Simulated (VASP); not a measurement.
A run of VASP 6.6.1 is set up as follows.

INCAR

```
PREC = Accurate ; ENCUT = 600
EDIFF = 1E-6 ; ISMEAR = -1
SIGMA = 0.05 ; LREAL = False
LASPH = True ; NELM = 200
ALGO = Normal ; ISIF = 2
LWAVE = False ; LCHARG = True
ISPIN = 2 ; MAGMOM = 0.7 0.7 0.7 0.3
LORBIT = 11 ; LMAXMIX = 4
LELF = True ; LVHAR = True
NBANDS = 32 ; GGA_COMPAT = False
```

KPOINTS

```
Automatic mesh
0
Gamma
  9 9 9
```

POSCAR

```
Ni3Pt
1.0
    3.6245667900      0.0000000000      0.0000000000
    0.0000000000      3.6245667900      0.0000000000
    0.0000000000      0.0000000000      3.6245667900
Ni Pt
3 1
Direct
    0.5000000000      0.0000000000      0.5000000000
    0.0000000000      0.5000000000      0.5000000000
    0.5000000000      0.5000000000      0.0000000000
    0.0000000000      0.0000000000      0.0000000000
```

Potentials or basis: VASP PAW LDA potentials, release 64 (Ni, Pt).

Command:

```bash
$ cat potpaw_LDA.64/Ni/POTCAR potpaw_LDA.64/Pt/POTCAR > POTCAR
$ mpirun -np 1 vasp_std > vasp.out
```

(1) What does it give for the net moment?

(2) Estimate the site moments.

Answers

(1) 2.17 μB per cell.

(2) Ni +0.62; Pt +0.30 μB.

Caveat: the cell stands under tension.
